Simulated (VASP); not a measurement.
# TaN in VASP: a series of runs, part 2 of 2

VASP 6.6.1. The steps go on from the part before.

### 4 Electric field gradients, PBE, non-collinear spin, zero start, spin-orbit coupling

The input, INCAR:

```
PREC     = Accurate       # precision mode
ENCUT    = 520            # plane-wave cutoff, eV
EDIFF    = 1E-8           # SCF threshold, eV
ISMEAR   = -1             # smearing method
SIGMA    = 0.02           # smearing width, eV
LREAL    = False          # projectors in reciprocal space
LASPH    = True           # aspherical terms in the spheres
NELM     = 150            # most SCF steps
ALGO     = Normal         # electronic algorithm
ISIF     = 2              # what is computed and relaxed
LWAVE    = False          # write WAVECAR
LCHARG   = False          # write CHGCAR
LNONCOLLINEAR= True           # non-collinear magnetism
MAGMOM   = 0 0 0 0 0 0    # initial moments
LORBIT   = 11             # projections on sites
LSORBIT  = True           # spin-orbit coupling
GGA_COMPAT= False        
LORBMOM  = True         
LMAXMIX  = 4              # l up to which the mixer works
GGA      = PE             # functional
LEFG     = True         
NBANDS   = 28             # bands
```

The input, KPOINTS:

```
Automatic mesh
0
Gamma
  9 9 9
```

The input, POSCAR:

```
TaN
1.0
    0.0000000000      2.1790000000      2.1790000000
    2.1790000000      0.0000000000      2.1790000000
    2.1790000000      2.1790000000      0.0000000000
Ta N
1 1
Direct
    0.5000000000      0.5000000000      0.5000000000
    0.0000000000      0.0000000000      0.0000000000
```

Potentials or basis: VASP PAW PBE potentials, release 64 (Ta_pv, N).

Launch:

```bash
> cat potpaw_PBE.64/Ta_pv/POTCAR potpaw_PBE.64/N/POTCAR > POTCAR
> mpirun -np 1 vasp_ncl > vasp.out
```

OUTCAR:

```text
PREC = Accurate
   ENCUT = 520
   EDIFF = 1E-8
   ISMEAR = -1
   LREAL = False
   LASPH = True
   NELM = 150
   ISIF = 2
   LNONCOLLINEAR = True
   LORBIT = 11
   LSORBIT = True
   GGA = PE

 ion  position               nearest neighbor table
   1  0.500  0.500  0.500-   2 2.18   2 2.18   2 2.18   2 2.18   2 2.18   2 2.18
   2  0.000  0.000  0.000-   1 2.18   1 2.18   1 2.18   1 2.18   1 2.18   1 2.18

  LATTYP: Found a face centered cubic cell.
 ALAT       =     4.3580000000

  Lattice vectors:

 A1 = (   0.0000000000,   2.1790000000,   2.1790000000)
 A2 = (   2.1790000000,   0.0000000000,   2.1790000000)
 A3 = (   2.1790000000,   2.1790000000,   0.0000000000)

Analysis of symmetry for initial positions (statically):
=====================================================================
 Subroutine PRICEL returns:
 Original cell was already a primitive cell.

 Routine SETGRP: Setting up the symmetry group for a
 face centered cubic supercell.

 Subroutine GETGRP returns: Found 48 space group operations
 (whereof 48 operations were pure point group operations)
 out of a pool of 48 trial point group operations.
[... 1036 lines left out ...]
     0.0000000     0.0000000     0.0000000     0.0000000     0.0000000     0.0000000     0.0000000
     0.0000000     0.0000000     0.0000000     0.0000000     0.0000000     0.0000000     0.0000000
     0.0000000     0.0000000     0.0000000     0.0000000     0.0000000     0.0000000     0.0000000
     0.0000000     0.0000000     0.0000000     0.0000000     0.0000000     0.0000000     0.0000000
     0.0000000     0.0000000     0.0000000     0.0000000     0.0000000     0.0000000     0.0000000

 Ion:    2  E_soc:     -0.0004447
 l=   1
     0.0000000    -0.0000741    -0.0000741
    -0.0000741     0.0000000    -0.0000741
    -0.0000741    -0.0000741     0.0000000
 l=   2
     0.0000000     0.0000000     0.0000000     0.0000000     0.0000000
     0.0000000     0.0000000     0.0000000     0.0000000     0.0000000
     0.0000000     0.0000000     0.0000000     0.0000000     0.0000000
     0.0000000     0.0000000     0.0000000     0.0000000     0.0000000
     0.0000000     0.0000000     0.0000000     0.0000000     0.0000000
 l=   3
     0.0000000     0.0000000     0.0000000     0.0000000     0.0000000     0.0000000     0.0000000
     0.0000000     0.0000000     0.0000000     0.0000000     0.0000000     0.0000000     0.0000000
     0.0000000     0.0000000     0.0000000     0.0000000     0.0000000     0.0000000     0.0000000
     0.0000000     0.0000000     0.0000000     0.0000000     0.0000000     0.0000000     0.0000000
     0.0000000     0.0000000     0.0000000     0.0000000     0.0000000     0.0000000     0.0000000
     0.0000000     0.0000000     0.0000000     0.0000000     0.0000000     0.0000000     0.0000000
     0.0000000     0.0000000     0.0000000     0.0000000     0.0000000     0.0000000     0.0000000

 total charge

# of ion       s       p       d       tot
------------------------------------------
    1        0.281   6.238   2.496   9.015
    2        1.232   2.562   0.000   3.794
--------------------------------------------------
tot          1.513   8.799   2.496  12.809

 magnetization (x)

# of ion       s       p       d       tot
------------------------------------------
    1        0.000  -0.000  -0.000  -0.000
    2        0.000  -0.000   0.000  -0.000
--------------------------------------------------
tot          0.000  -0.000  -0.000  -0.000

 magnetization (y)

# of ion       s       p       d       tot
------------------------------------------
    1       -0.000   0.000   0.000   0.000
    2       -0.000  -0.000   0.000  -0.000
--------------------------------------------------
tot         -0.000  -0.000   0.000   0.000

 magnetization (z)

# of ion       s       p       d       tot
------------------------------------------
    1        0.000   0.000  -0.000  -0.000
    2       -0.000  -0.000   0.000  -0.000
--------------------------------------------------
tot          0.000  -0.000  -0.000  -0.000
```

OSZICAR:

```text
N       E                     dE             d eps       ncg     rms          rms(c)
DAV:   1     0.135058656836E+03    0.13506E+03   -0.83703E+03  1960   0.122E+03
DAV:   2    -0.181717702895E+02   -0.15323E+03   -0.14540E+03  2236   0.378E+02
DAV:   3    -0.254263568815E+02   -0.72546E+01   -0.70955E+01  2328   0.776E+01
DAV:   4    -0.254974330799E+02   -0.71076E-01   -0.70537E-01  2140   0.782E+00
DAV:   5    -0.254979008473E+02   -0.46777E-03   -0.46769E-03  2244   0.600E-01    0.261E+01
DAV:   6    -0.225481265667E+02    0.29498E+01   -0.61344E+00  2148   0.289E+01    0.106E+01
DAV:   7    -0.224877132484E+02    0.60413E-01   -0.46554E-01  2100   0.710E+00    0.764E+00
DAV:   8    -0.224618224160E+02    0.25891E-01   -0.14864E-01  2132   0.351E+00    0.213E+00
DAV:   9    -0.224538466968E+02    0.79757E-02   -0.15309E-02  2120   0.111E+00    0.297E-01
DAV:  10    -0.224537884879E+02    0.58209E-04   -0.13616E-03  2228   0.347E-01    0.329E-01
DAV:  11    -0.224537386507E+02    0.49837E-04   -0.15646E-04  2248   0.153E-01    0.296E-02
DAV:  12    -0.224537344498E+02    0.42010E-05   -0.96663E-06  2220   0.376E-02    0.869E-03
DAV:  13    -0.224537341833E+02    0.26650E-06   -0.34874E-07  2232   0.666E-03    0.317E-03
DAV:  14    -0.224537341042E+02    0.79110E-07   -0.10233E-08  1780   0.109E-03    0.105E-03
DAV:  15    -0.224537340518E+02    0.52343E-07   -0.42081E-09  1264   0.579E-04    0.235E-04
DAV:  16    -0.224537340560E+02   -0.42071E-08   -0.54871E-10  1172   0.332E-04
   1 F= -.22453734E+02 E0= -.22452885E+02  d E =-.169749E-02  mag=     0.0000    -0.0000     0.0000
```

stdout:

```text
POSCAR found type information on POSCAR TaN
 POSCAR found :  2 types and       2 ions
 scaLAPACK will be used
 LDA part: xc-table for (Slater+PW92), standard interpolation
 POSCAR, INCAR and KPOINTS ok, starting setup
 FFT: planning ... GRIDC
 FFT: planning ... GRID_SOFT
 FFT: planning ... GRID
 WAVECAR not read
 entering main loop
ion   1

ion   2
```

It took 21 s on 1 thread of Intel Xeon 6975P-C (Granite Rapids), shared host; peak memory 0.21 GiB.

Results:

- Free energy: -22.4537 eV
- Pressure: 16.1 GPa
- Net moment: 0.00 μB per cell
- Valence electrons inside the program's atomic spheres: Ta 9.02; N 3.79

Moments on the atoms (μB; x, y, z):
```
Ta  0.00 0.00 0.00
N   0.00 0.00 0.00
```

Caveat: without QUAD_EFG the Cq values of the log hold for a quadrupole moment of 1 mb, not for the nuclei.

### 5 Electric field gradients, LDA (functional lda, volume scaled by 0.96)

The input, INCAR:

```
ALGO = Normal ; EDIFF = 1E-8
ENCUT = 520 ; GGA = CA
GGA_COMPAT = F ; ISIF = 2
ISMEAR = -1 ; LASPH = T
LCHARG = F ; LEFG = T
LREAL = F ; LWAVE = F
NBANDS = 15 ; NELM = 120
PREC = Accurate ; SIGMA = 0.02
```

The input, KPOINTS:

```
k-points
0
Gamma
  9 9 9
```

The input, POSCAR:

```
TaN
1.0
    0.0000000000      2.1495504440      2.1495504440
    2.1495504440      0.0000000000      2.1495504440
    2.1495504440      2.1495504440      0.0000000000
Ta N
1 1
Direct
    0.5000000000      0.5000000000      0.5000000000
    0.0000000000      0.0000000000      0.0000000000
```

Potentials or basis: VASP PAW LDA potentials, release 64 (Ta_pv, N).

Launch:

```bash
> cat potpaw_LDA.64/Ta_pv/POTCAR potpaw_LDA.64/N/POTCAR > POTCAR
> mpirun -np 1 vasp_std > vasp.out
```

OUTCAR:

```text
EDIFF = 1E-8
   ENCUT = 520
   GGA = CA
   ISIF = 2
   ISMEAR = -1
   LASPH = T
   LREAL = F
   NELM = 120
   PREC = Accurate

 ion  position               nearest neighbor table
   1  0.500  0.500  0.500-   2 2.15   2 2.15   2 2.15   2 2.15   2 2.15   2 2.15
   2  0.000  0.000  0.000-   1 2.15   1 2.15   1 2.15   1 2.15   1 2.15   1 2.15

  LATTYP: Found a face centered cubic cell.
 ALAT       =     4.2991008880

  Lattice vectors:

 A1 = (   0.0000000000,   2.1495504440,   2.1495504440)
 A2 = (   2.1495504440,   0.0000000000,   2.1495504440)
[... 643 lines left out ...]
  ---------------------------------------------------
  free  energy   TOTEN  =       -24.1114454978 eV

  energy  without entropy=      -24.1103554402  energy(sigma->0) =      -24.11090047

 Electric field gradients (V/A^2)
---------------------------------------------------------------------
 ion       V_xx      V_yy      V_zz      V_xy      V_xz      V_yz
---------------------------------------------------------------------
   1      -0.000    -0.000     0.000     0.000     0.000     0.000
   2      -0.000     0.000    -0.000    -0.000    -0.000    -0.000
---------------------------------------------------------------------

 Electric field gradients after diagonalization (V/A^2)
 (convention: |V_zz| > |V_xx| > |V_yy|)
----------------------------------------------------------------------
 ion       V_xx      V_yy      V_zz     asymmetry (V_yy - V_xx)/ V_zz
----------------------------------------------------------------------
   1      -0.000    -0.000     0.001       0.000
   2       0.000     0.000    -0.000       0.000
----------------------------------------------------------------------

           NMR quadrupolar parameters

 Cq : quadrupolar parameter    Cq=e*Q*V_zz/h
 eta: asymmetry parameters     (V_yy - V_xx)/ V_zz
 Q  : nuclear electric quadrupole moment in mb (millibarn)
----------------------------------------------------------------------
 ion       Cq(MHz)       eta       Q (mb)
----------------------------------------------------------------------
   1       0.000       0.000       1.000
   2      -0.000       0.000       1.000
----------------------------------------------------------------------
```

OSZICAR:

```text
N       E                     dE             d eps       ncg     rms          rms(c)
DAV:   1     0.841112600541E+02    0.84111E+02   -0.89398E+03  1065   0.115E+03
DAV:   2    -0.246597898310E+02   -0.10877E+03   -0.10176E+03  1344   0.292E+02
DAV:   3    -0.271409623988E+02   -0.24812E+01   -0.24675E+01  1204   0.406E+01
DAV:   4    -0.271486494587E+02   -0.76871E-02   -0.76840E-02  1282   0.252E+00
DAV:   5    -0.271486992019E+02   -0.49743E-04   -0.49740E-04  1211   0.167E-01    0.276E+01
DAV:   6    -0.242366911568E+02    0.29120E+01   -0.58070E+00  1127   0.265E+01    0.118E+01
DAV:   7    -0.241512657721E+02    0.85425E-01   -0.40335E-01  1211   0.506E+00    0.779E+00
DAV:   8    -0.241160844800E+02    0.35181E-01   -0.12856E-01  1113   0.286E+00    0.139E+00
DAV:   9    -0.241116711368E+02    0.44133E-02   -0.12890E-02  1099   0.903E-01    0.326E-01
DAV:  10    -0.241114905879E+02    0.18055E-03   -0.67975E-04  1190   0.302E-01    0.111E-01
DAV:  11    -0.241114463815E+02    0.44206E-04   -0.96113E-05  1106   0.973E-02    0.188E-02
DAV:  12    -0.241114454941E+02    0.88740E-06   -0.50094E-06  1064   0.197E-02    0.190E-03
DAV:  13    -0.241114454990E+02   -0.49233E-08   -0.11705E-07  1225   0.318E-03    0.117E-03
DAV:  14    -0.241114454978E+02    0.12462E-08   -0.23585E-09   574   0.527E-04
   1 F= -.24111445E+02 E0= -.24110900E+02  d E =-.109006E-02
```

It took 17 s on 1 thread of Intel Xeon 8259CL, shared host; peak memory 0.13 GiB.

Results:

* Free energy: -24.1114 eV
* Pressure: 16.1 GPa
* Band gap on the k mesh: zero (band 8 reaches 11.93 eV, above the bottom of band 9 at 7.87 eV)

Caveat: without QUAD_EFG the Cq values of the log hold for a quadrupole moment of 1 mb, not for the nuclei; spin-orbit coupling is left out, which moves the levels of the heavy elements.

### 6 Electric field gradients, r2SCAN (functional r2scan, volume scaled by 0.96)

POSCAR is that of step 5.

The input, INCAR.step1:

```
SYSTEM = TaN
PREC     = Accurate       ! precision mode
ENCUT    = 580            ! plane-wave cutoff, eV
ISMEAR   = -1             ! smearing method
SIGMA    = 0.02           ! smearing width, eV
LREAL    = .FALSE.        ! projectors in reciprocal space
LASPH    = .TRUE.         ! aspherical terms in the spheres
NELM     = 120            ! most SCF steps
NBANDS   = 15             ! bands
GGA      = PE             ! functional
ALGO     = Normal         ! electronic algorithm
EDIFF    = 1E-5           ! SCF threshold, eV
LWAVE    = .TRUE.         ! write WAVECAR
LCHARG   = .FALSE.        ! write CHGCAR
GGA_COMPAT= .FALSE.
```

The input, INCAR.step2:

```
SYSTEM = TaN
PREC     = Accurate       ! precision mode
ENCUT    = 580            ! plane-wave cutoff, eV
EDIFF    = 1E-8           ! SCF threshold, eV
ISMEAR   = -1             ! smearing method
SIGMA    = 0.02           ! smearing width, eV
LREAL    = .FALSE.        ! projectors in reciprocal space
LASPH    = .TRUE.         ! aspherical terms in the spheres
NELM     = 120            ! most SCF steps
ALGO     = Normal         ! electronic algorithm
ISIF     = 2              ! what is computed and relaxed
LWAVE    = .FALSE.        ! write WAVECAR
LCHARG   = .FALSE.        ! write CHGCAR
METAGGA  = R2SCAN         ! meta-GGA
LMIXTAU  = .TRUE.       
LEFG     = .TRUE.       
NBANDS   = 15             ! bands
ISTART   = 1            
GGA_COMPAT= .FALSE.
```

The input, KPOINTS:

```
regular mesh
0
G
  9 9 9
  0 0 0
```

Potentials or basis: VASP PAW PBE potentials, release 64 (Ta_pv, N).

Launch:

```bash
> cat potpaw_PBE.64/Ta_pv/POTCAR potpaw_PBE.64/N/POTCAR > POTCAR
> cp INCAR.step1 INCAR
> mpirun -np 1 vasp_std > vasp.out
> cp INCAR.step2 INCAR
> mpirun -np 1 vasp_std > vasp.out
```

OUTCAR:

```text
SYSTEM = TaN
   PREC = Accurate
   ENCUT = 580
   EDIFF = 1E-8
   ISMEAR = -1
   LREAL = .FALSE.
   LASPH = .TRUE.
   NELM = 120
   ISIF = 2
   METAGGA = R2SCAN
   ISTART = 1

 ion  position               nearest neighbor table
   1  0.500  0.500  0.500-   2 2.15   2 2.15   2 2.15   2 2.15   2 2.15   2 2.15
   2  0.000  0.000  0.000-   1 2.15   1 2.15   1 2.15   1 2.15   1 2.15   1 2.15

  LATTYP: Found a face centered cubic cell.
 ALAT       =     4.2991008880

  Lattice vectors:

 A1 = (   0.0000000000,   2.1495504440,   2.1495504440)
 A2 = (   2.1495504440,   0.0000000000,   2.1495504440)
 A3 = (   2.1495504440,   2.1495504440,   0.0000000000)
[... 643 lines left out ...]
  free  energy   TOTEN  =       -59.4972093524 eV

  energy  without entropy=      -59.4962317751  energy(sigma->0) =      -59.49672056

 Electric field gradients (V/A^2)
---------------------------------------------------------------------
 ion       V_xx      V_yy      V_zz      V_xy      V_xz      V_yz
---------------------------------------------------------------------
   1       0.000    -0.000    -0.000     0.000     0.000     0.000
   2      -0.000     0.000     0.000    -0.000    -0.000    -0.000
---------------------------------------------------------------------

 Electric field gradients after diagonalization (V/A^2)
 (convention: |V_zz| > |V_xx| > |V_yy|)
----------------------------------------------------------------------
 ion       V_xx      V_yy      V_zz     asymmetry (V_yy - V_xx)/ V_zz
----------------------------------------------------------------------
   1      -0.000    -0.000     0.001       0.000
   2       0.000     0.000    -0.001       0.000
----------------------------------------------------------------------

           NMR quadrupolar parameters

 Cq : quadrupolar parameter    Cq=e*Q*V_zz/h
 eta: asymmetry parameters     (V_yy - V_xx)/ V_zz
 Q  : nuclear electric quadrupole moment in mb (millibarn)
----------------------------------------------------------------------
 ion       Cq(MHz)       eta       Q (mb)
----------------------------------------------------------------------
   1       0.000       0.000       1.000
   2      -0.000       0.000       1.000
----------------------------------------------------------------------
```

OUTCAR.step1:

```text
SYSTEM = TaN
   PREC = Accurate
   ENCUT = 580
   ISMEAR = -1
   LREAL = .FALSE.
   LASPH = .TRUE.
[... 652 lines left out ...]
      2.14955      2.14955      2.14955         0.000000      0.000000     -0.000000
      0.00000      0.00000      0.00000        -0.000000     -0.000000      0.000000
 -----------------------------------------------------------------------------------
    total drift:                                0.000000     -0.000000     -0.000000

  FREE ENERGIE OF THE ION-ELECTRON SYSTEM (eV)
  ---------------------------------------------------
  free  energy   TOTEN  =       -21.6632355143 eV

  energy  without entropy=      -21.6622393350  energy(sigma->0) =      -21.66273742
```

OSZICAR.step1:

```text
N       E                     dE             d eps       ncg     rms          rms(c)
DAV:   1     0.100048396340E+03    0.10005E+03   -0.95821E+03  1058   0.125E+03
DAV:   2    -0.215503696310E+02   -0.12160E+03   -0.11438E+03  1295   0.333E+02
DAV:   3    -0.246801831017E+02   -0.31298E+01   -0.31116E+01  1183   0.499E+01
DAV:   4    -0.246928919335E+02   -0.12709E-01   -0.12702E-01  1372   0.323E+00
DAV:   5    -0.246929657560E+02   -0.73823E-04   -0.73794E-04  1211   0.231E-01    0.278E+01
DAV:   6    -0.217171736244E+02    0.29758E+01   -0.53037E+00  1283   0.274E+01    0.116E+01
DAV:   7    -0.216944693116E+02    0.22704E-01   -0.63747E-01  1204   0.620E+00    0.793E+00
DAV:   8    -0.216727733837E+02    0.21696E-01   -0.13379E-01  1162   0.304E+00    0.210E+00
DAV:   9    -0.216634004976E+02    0.93729E-02   -0.25061E-02  1141   0.135E+00    0.378E-01
DAV:  10    -0.216633225907E+02    0.77907E-04   -0.17547E-03  1183   0.476E-01    0.960E-02
DAV:  11    -0.216632376176E+02    0.84973E-04   -0.18100E-04  1155   0.155E-01    0.415E-02
DAV:  12    -0.216632355143E+02    0.21033E-05   -0.15119E-05   930   0.374E-02
   1 F= -.21663236E+02 E0= -.21662737E+02  d E =-.996179E-03
```

Wall time 98 s (1 thread of Intel Xeon 8259CL, shared host); peak memory 0.15 GiB.

Results:

```
Free energy            : -59.4972 eV
Pressure               : 29.8 GPa
Band gap on the k mesh : zero (band 8 reaches 12.19 eV, above the bottom of band 9 at 8.04 eV)
```

Caveat: without QUAD_EFG the Cq values of the log hold for a quadrupole moment of 1 mb, not for the nuclei; the PAW data sets were made with another functional, which shifts forces and pressure a little; spin-orbit coupling is left out, which moves the levels of the heavy elements.

### 7 Summary

| level | potentials or basis | spin | cell | cutoff (eV) | gap on the mesh (eV) | pressure (GPa) |
| --- | --- | --- | --- | --- | --- | --- |
| PBE | VASP PAW PBE potentials, release 64 (Ta_pv, N) | off | a = 3.128 Å, angles 58.0°, 2 atoms | 520 | none | 15.9 |
| PBEsol | VASP PAW PBE potentials, release 64 (Ta_pv, N) | off | a = 3.082 Å, angles 60.0°, 2 atoms | 520 | none | 5.4 |
| PBE | VASP PAW PBE potentials, release 64 (Ta_pv, N) | non-collinear, zero start, SOC | a = 3.082 Å, angles 60.0°, 2 atoms | 520 | - | 16.1 |
| LDA | VASP PAW LDA potentials, release 64 (Ta_pv, N) | off | a = 3.040 Å, angles 60.0°, 2 atoms | 520 | none | 16.1 |
| r2SCAN | VASP PAW PBE potentials, release 64 (Ta_pv, N) | off | a = 3.040 Å, angles 60.0°, 2 atoms | 580 | none | 29.8 |

Alike in all rows: task electric field gradients; k mesh 9 × 9 × 9; smearing fermi-dirac 0.02 eV.

Caveats: spin-orbit coupling is left out, which moves the levels of the heavy elements (some runs); the PAW data sets were made with another functional, which shifts forces and pressure a little (some runs).

Total energies depend on the potentials used, so only differences within one code and one set of settings carry meaning.
